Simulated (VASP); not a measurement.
# Mo3W (P4/mmm) in VASP: relaxation of cell and atoms with PBE

Aim: the relaxation of cell and atoms of Mo3W with PBE.

Everything below comes from runs of VASP 6.6.1. Logs are shortened: lines on timing, memory, paths and dates and some standing lists are left out, and cuts for length are marked.

### 1 The cell of the first run

It takes space group P4/mmm (No. 123, tetragonal). Conventional cell: a = 3.158 Å, b = 3.158 Å, c = 6.371 Å, α = 90.00°, β = 90.00°, γ = 90.00°. Within 3.6 Å of Mo (site symmetry 4mm) lie 10 Mo at 2.74 to 3.19 Å and 4 W at 2.74 Å. Mo (site symmetry 4/mmm) has 12 Mo at 2.74 to 3.16 Å and 2 W at 3.19 Å within 3.6 Å. W (site symmetry 4/mmm) has 10 Mo at 2.74 to 3.19 Å and 4 W at 3.16 Å within 3.6 Å.

### 2 Relaxation of cell and atoms, PBE

INCAR

```
SYSTEM = Mo3W
ALGO = Normal
EDIFF = 1E-7
EDIFFG = -0.01
ENCUT = 500
GGA = PE
GGA_COMPAT = .False.
IBRION = 2
ISIF = 3
ISMEAR = 0
LASPH = .True.
LCHARG = .False.
LREAL = .False.
LWAVE = .False.
NELM = 120
NELMIN = 4
NSW = 100
PREC = Accurate
SIGMA = 0.1
```

KPOINTS

```
k-points
0
Gamma
  14 14 8
  0 0 0
```

POSCAR

```
Mo3W
1.0
    3.1579268360      0.0000000000      0.0000000000
    0.0000000000      3.1579268360      0.0000000000
    0.0000000000      0.0000000000      6.3705995786
Mo W
3 1
Direct
    0.0000000000      0.0000000000      0.7503554476
    0.5000000000      0.5000000000      0.0000000000
    0.0000000000      0.0000000000      0.2496445524
    0.5000000000      0.5000000000      0.5000000000
```

Potentials or basis: VASP PAW PBE potentials, release 64 (Mo_sv, W_sv).

Started as:

```bash
cat potpaw_PBE.64/Mo_sv/POTCAR potpaw_PBE.64/W_sv/POTCAR > POTCAR
mpirun -np 1 vasp_std > vasp.out
```

OUTCAR:

```text
SYSTEM = Mo3W
   EDIFF = 1E-7
   EDIFFG = -0.01
   ENCUT = 500
   GGA = PE
   IBRION = 2
   ISIF = 3
   ISMEAR = 0
   LASPH = .True.
   LREAL = .False.
   NELM = 120
   NELMIN = 4
   NSW = 100
   PREC = Accurate

 ion  position               nearest neighbor table
   1  0.000  0.000  0.750-   2 2.74   2 2.74   2 2.74   2 2.74   4 2.74   4 2.74   4 2.74   4 2.74
                             3 3.18   3 3.19
   2  0.500  0.500  0.000-   1 2.74   3 2.74   1 2.74   3 2.74   1 2.74   3 2.74   1 2.74   3 2.74
                             4 3.19   4 3.19
   3  0.000  0.000  0.250-   2 2.74   2 2.74   2 2.74   2 2.74   4 2.74   4 2.74   4 2.74   4 2.74
                             1 3.18   1 3.19
   4  0.500  0.500  0.500-   1 2.74   3 2.74   1 2.74   3 2.74   1 2.74   3 2.74   1 2.74   3 2.74
                             2 3.19   2 3.19

  LATTYP: Found a simple tetragonal cell.
 ALAT       =     3.1579268360
 C/A-ratio  =     2.0173360275

  Lattice vectors:

 A1 = (   3.1579268360,   0.0000000000,   0.0000000000)
 A2 = (   0.0000000000,   3.1579268360,   0.0000000000)
 A3 = (   0.0000000000,   0.0000000000,   6.3705995786)

Analysis of symmetry for initial positions (statically):
=====================================================================
 Subroutine PRICEL returns:
 Original cell was already a primitive cell.

 Routine SETGRP: Setting up the symmetry group for a
 simple tetragonal supercell.

 Subroutine GETGRP returns: Found 16 space group operations
 (whereof 16 operations were pure point group operations)
 out of a pool of 16 trial point group operations.

The static configuration has the point symmetry D_4h.

Analysis of symmetry for dynamics (positions and initial velocities):
=====================================================================
 Subroutine PRICEL returns:
 Original cell was already a primitive cell.

 Routine SETGRP: Setting up the symmetry group for a
 simple tetragonal supercell.

 Subroutine GETGRP returns: Found 16 space group operations
 (whereof 16 operations were pure point group operations)
 out of a pool of 16 trial point group operations.

The dynamic configuration has the point symmetry D_4h.

 Subroutine INISYM returns: Found 16 space group operations
 (whereof 16 operations are pure point group operations),
 and found     1 'primitive' translations

[... 105 lines left out ...]
   ISYM   =      2    0-nonsym 1-usesym 2-fastsym
   POTIM  = 0.5000    time-step for ionic-motion
   TEBEG  =    0.0;   TEEND  =   0.0 temperature during run
   PSTRESS=    0.0 pullay stress
   NELECT =      56.0000    total number of electrons
   NUPDOWN=      -1.0000    fix difference up-down
   EMIN   =  10.00;   EMAX   =-10.00  energy-range for DOS
   EFERMI =   0.00;   METHOD = LEGACY
   ISMEAR =     0;   SIGMA  =   0.10  broadening in eV -4-tet -1-fermi 0-gaus
   EFERMI_NEDOS =   21; number of points for ismear=-14 and -15
   IALGO  =     38    algorithm
   IMIX   =      4    mixing-type and parameters
     AMIX     =   0.40;   BMIX     =  1.00
     AMIX_MAG =   1.60;   BMIX_MAG =  1.00
  volume/ion in A,a.u.               =      15.88       107.18
  Fermi-wavevector in a.u.,A,eV,Ry     =   1.569674  2.966253 33.523059  2.463875
  Thomas-Fermi vector in A             =   2.671521
   LORBIT       =      0    0 simple, 1 ext, 2 COOP (PROOUT), +10 PAW based schemes
   GGA     = PE    functional components
   LHFCALC =     F    Hartree Fock is set to
   AEXX    =    0.0000 exact exchange contribution
   IVDW    =     0    specifies the selected vdW correction
   LEPSILON=     F    determine dielectric tensor
   LRPA    =     F    only Hartree local field effects (RPA)
 conjugate gradient relaxation of ions
 non-spin polarized calculation
 Gauss-broadening in eV      SIGMA  =   0.10
  energy-cutoff  :      500.00
  volume of cell :       63.53
 maximum number of plane-waves:      1640
 NGX is ok and might be reduce to    24
   NGX = 11   NGY = 11   NGZ = 23

--------------------------------------- Ionic step        1  -------------------------------------------

 number of electron      56.0000012 magnetization

 Free energy of the ion-electron system (eV)
  ---------------------------------------------------
  ext. energy  EPLUGINS =         0.00000000
  ---------------------------------------------------
  free energy    TOTEN  =       -45.77744347 eV

  energy without entropy =      -45.76421505  energy(sigma->0) =      -45.77082926

------------------------ aborting loop because EDIFF is reached ----------------------------------------

  FORCE on cell =-STRESS in cart. coord.  units (eV):
  Direction    XX          YY          ZZ          XY          YZ          ZX
  --------------------------------------------------------------------------------------
  -------------------------------------------------------------------------------------
  Total        0.4798547      0.4798547     -0.4193291      0.0000000      0.0000000      0.0000000
  in kB       12.1014082     12.1014082    -10.5750179      0.0000000      0.0000000      0.0000000
  external PRESSURE =       4.5425995 kB  Pullay stress =       0.0000000 kB
[... 177 lines left out ...]
--------------------------------------- Ionic step        6  -------------------------------------------

 number of electron      56.0000012 magnetization

 Free energy of the ion-electron system (eV)
  ---------------------------------------------------
  ext. energy  EPLUGINS =         0.00000000
  ---------------------------------------------------
  free energy    TOTEN  =       -45.78005188 eV

  energy without entropy =      -45.76655120  energy(sigma->0) =      -45.77330154

 E-fermi :  12.0989     XC(G=0): -13.3767

 val. band max:       12.0986354719   @ k =   0.5000   0.1429   0.0000
 cond. band min:      12.1003777411   @ k =   0.0714   0.0714   0.1250
 fundamental gap:      0.0017422692
 Fermi energy:        12.0988625234

 k-point     1 :       0.0000    0.0000    0.0000
  band No.  band energies     occupation
      1     -62.0723      2.00000
      2     -49.1348      2.00000
      3     -48.9284      2.00000
      4     -48.8255      2.00000
      5     -26.3097      2.00000
      6     -26.2085      2.00000
[... 853 lines left out ...]
     32      13.8384      0.00000
     33      13.8782      0.00000

 [... further k-points ...]

------------------------ aborting loop because EDIFF is reached ----------------------------------------

  FORCE on cell =-STRESS in cart. coord.  units (eV):
  Direction    XX          YY          ZZ          XY          YZ          ZX
  --------------------------------------------------------------------------------------
  -------------------------------------------------------------------------------------
  Total       -0.0012134     -0.0012134      0.0005473      0.0000000     -0.0000000      0.0000000
  in kB       -0.0305524     -0.0305524      0.0137811      0.0000000     -0.0000000      0.0000000
  external PRESSURE =      -0.0157745 kB  Pullay stress =       0.0000000 kB
[... 19 lines left out ...]
  FREE ENERGIE OF THE ION-ELECTRON SYSTEM (eV)
  ---------------------------------------------------
  free  energy   TOTEN  =       -45.7800518762 eV

  energy  without entropy=      -45.7665511958  energy(sigma->0) =      -45.77330154

 reached required accuracy - stopping structural energy minimisation
```

Wall time 18 min (1 thread of Oxide Virtual Turin-like, shared host); peak memory 0.37 GiB.

What came out:

```yaml
Free_energy: -45.7801 eV
Relaxed_volume: 15.91 Å³/atom
Relaxed_cell: a = 3.168 Å, b = 3.168 Å, c = 6.341 Å, α = 90.00°, β = 90.00°, γ = 90.00°
Space_group_after_relaxing_to_0.1_Å: P4/mmm (No. 123)
Energy_gained_by_relaxing: 0.7 meV/atom
Ionic_steps: 6
Pressure_after_relaxing: 0.0 GPa
Band_gap_on_the_k_mesh: zero (bands 28 and 29 overlap by 1.89 eV)
```

The path:
| step | energy change (eV) | largest force (eV/Å) | pressure (GPa) | volume (Å³) |
| --- | --- | --- | --- | --- |
| 1 | 0.0000 | 0.0506 | 0.45 | 63.53 |
| 2 | -0.0010 | 0.0065 | -1.32 | 63.94 |
| 3 | -0.0022 | 0.0187 | -0.57 | 63.77 |
| 4 | -0.0015 | 0.0045 | 1.01 | 63.39 |
| 5 | -0.0026 | 0.0108 | 0.00 | 63.63 |
| 6 | -0.0026 | 0.0011 | 0.00 | 63.63 |

Final structure:
```yaml
crystal:
  lattice:
    - [3.16788, 0.00000, 0.00000]
    - [0.00000, 3.16788, 0.00000]
    - [0.00000, 0.00000, 6.34051]
  atoms:
    - { symbol: Mo, position: [0.00000, 0.00000, 0.75072] }
    - { symbol: Mo, position: [0.50000, 0.50000, 0.00000] }
    - { symbol: Mo, position: [0.00000, 0.00000, 0.24928] }
    - { symbol: W, position: [0.50000, 0.50000, 0.50000] }
```

Levels at points of the mesh, in eV from the Fermi level:
| k point | band 24 | band 25 | band 26 | band 27 | band 28 | band 29 | band 30 | band 31 | band 32 | band 33 |
| --- | --- | --- | --- | --- | --- | --- | --- | --- | --- | --- |
| (0.00, 0.00, 0.00) | -1.33 | -1.33 | -1.32 | -0.67 | -0.67 | -0.52 | -0.52 | 0.83 | 1.08 | 1.73 |
| (0.50, 0.00, 0.00) | -2.63 | -0.68 | -0.67 | -0.54 | -0.53 | 0.83 | 1.07 | 1.32 | 1.32 | 1.73 |
| (0.50, 0.50, 0.00) | -2.65 | -2.64 | -2.64 | 1.33 | 1.33 | 1.68 | 1.74 | 2.26 | 2.28 | 2.38 |
| (0.00, 0.00, 0.50) | -1.38 | -1.30 | -1.30 | -0.79 | -0.64 | 0.07 | 0.21 | 1.48 | 1.48 | 1.86 |
| (0.50, 0.00, 0.50) | -2.45 | -1.73 | -1.71 | -1.70 | -1.55 | 0.68 | 0.70 | 0.93 | 0.96 | 3.12 |
| (0.50, 0.50, 0.50) | -3.36 | -0.87 | -0.87 | -0.56 | -0.56 | 1.93 | 1.96 | 2.14 | 2.28 | 2.32 |

Caveat: spin-orbit coupling is left out, which moves the levels of the heavy elements.
